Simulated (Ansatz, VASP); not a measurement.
**InSbSeS2 in VASP and in Ansatz**

```
In Sb Se S
1.0
     3.87209    0.00000    0.00000
    -1.93605    3.35333    0.00000
     0.00000    0.00000   10.18830
In Sb Se S
1 1 1 2
Direct
  0.33333 0.66667 0.98812
  0.66667 0.33333 0.62344
  0.00000 0.00000 0.45864
  0.66667 0.33333 0.11081
  0.00000 0.00000 0.81899
```

Alike in both runs: task relaxation of cell and atoms; functional PBE; k mesh 12 × 12 × 4; no spin polarisation.

```csv
,VASP,Ansatz
version,VASP 6.6.1,Ansatz 0.2.0
potentials or method,"VASP PAW PBE potentials, release 64 (In_d, Sb, Se, S), cutoff 500 eV","scalar-relativistic, plane waves, PAW"
occupations,"gaussian, width 0.01 eV",fixed
valence electrons in the cell,36,56
```

```tsv
	VASP	Ansatz	Ansatz less VASP
gap on the k mesh at the Fermi level, each at its own relaxed structure (eV)	0.42	0.43	+0.013
relaxed volume (Å³/atom)	26.42	26.46	+0.044
relaxed cell length with the largest relative difference (Å)	10.182	10.189	+0.0070
```

VASP's potentials hold 36 valence electrons a cell and Ansatz's 56, so a difference there can come from the potentials and not from the codes.

Neither program's run includes spin-orbit coupling.
